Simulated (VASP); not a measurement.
A run of VASP 6.6.1 is set up as follows.

Contents of INCAR:

```
SYSTEM = GaAs3
ALGO     = Normal         ! electronic algorithm
EDIFF    = 1E-7           ! SCF threshold, eV
EDIFFG   = -0.02          ! ionic threshold
ENCUT    = 600            ! plane-wave cutoff, eV
GGA      = CA             ! functional
IBRION   = 2              ! ionic algorithm
ISIF     = 3              ! what is computed and relaxed
ISMEAR   = -1             ! smearing method
LASPH    = .True.         ! aspherical terms in the spheres
LCHARG   = .False.        ! write CHGCAR
LREAL    = .False.        ! projectors in reciprocal space
LWAVE    = .False.        ! write WAVECAR
NELM     = 100            ! most SCF steps
NSW      = 60             ! ionic steps
PREC     = Accurate       ! precision mode
SIGMA    = 0.01           ! smearing width, eV
```

The input KPOINTS:

```
k-points
0
Gamma
  5 5 5
  0 0 0
```

POSCAR

```
GaAs3
1.0
    0.0000000000      3.2829377669      3.2829377669
    3.2829377669      0.0000000000      3.2829377669
    3.2829377669      3.2829377669      0.0000000000
Ga As
1 3
Direct
    0.0000000000      0.0000000000      0.0000000000
    0.5000000000      0.5000000000      0.5000000000
    0.2500000000      0.2500000000      0.2500000000
    0.7500000000      0.7500000000      0.7500000000
```

Potentials or basis: VASP PAW LDA potentials, release 64 (Ga_d, As).

Run with:

```bash
$ cat potpaw_LDA.64/Ga_d/POTCAR potpaw_LDA.64/As/POTCAR > POTCAR
$ mpirun -np 1 vasp_std > vasp.out
```

Task: Estimate the relaxed volume.

Result: 17.77 Å³/atom.

Task: Estimate the relaxed cell.

Result: a = 4.650 Å, b = 4.650 Å, c = 4.650 Å, α = 60.00°, β = 60.00°, γ = 60.00°.

Task: What does it give for the space group after relaxing (to 0.1 Å)?

Result: Fm-3m (No. 225).

Step by step:
```csv
step,energy change (eV),largest force (eV/Å),pressure (GPa),volume (Å³)
1,0.0000,0.0000,0.29,70.76
2,-0.0002,0.0000,-0.14,71.09
```

Caveat: the highest band is partly filled, so the run has too few bands.
